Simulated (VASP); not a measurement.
Here is a VASP 6.6.1 calculation.

Contents of INCAR:

```
  PREC = Accurate
  ENCUT = 520
  EDIFF = 1E-7
  ISMEAR = 0
  SIGMA = 0.15
  LREAL = False
  LASPH = True
  NELM = 60
  ALGO = Normal
  ISIF = 2
  LWAVE = False
  LCHARG = True
  GGA = PE
  LELF = True
  LVHAR = True
  NBANDS = 10
```

KPOINTS

```
Automatic mesh
0
Gamma
  22 22 22
```

Contents of POSCAR:

```
Ir
1.0
    0.0000000000      1.9197000000      1.8045180000
    1.9197000000      0.0000000000      1.8045180000
    1.9197000000      1.9197000000      0.0000000000
Ir
1
Direct
    0.0000000000      0.0000000000      0.0000000000
```

Potentials or basis: VASP PAW PBE potentials, release 64 (Ir).

The run is started by

```bash
$ cat potpaw_PBE.64/Ir/POTCAR > POTCAR
$ mpirun -np 1 vasp_std > vasp.out
```

Question: Estimate the pressure.

Answer: 39.4 GPa.

Stress tensor (GPa, compression positive):
```
30.69  0.00  0.00
 0.00 30.69  0.00
 0.00  0.00 56.81
```

Caveat: the cell differs from its parent crystal (strain -0.0600 x Voigt [0, 0, 1, 0, 0, 0]).
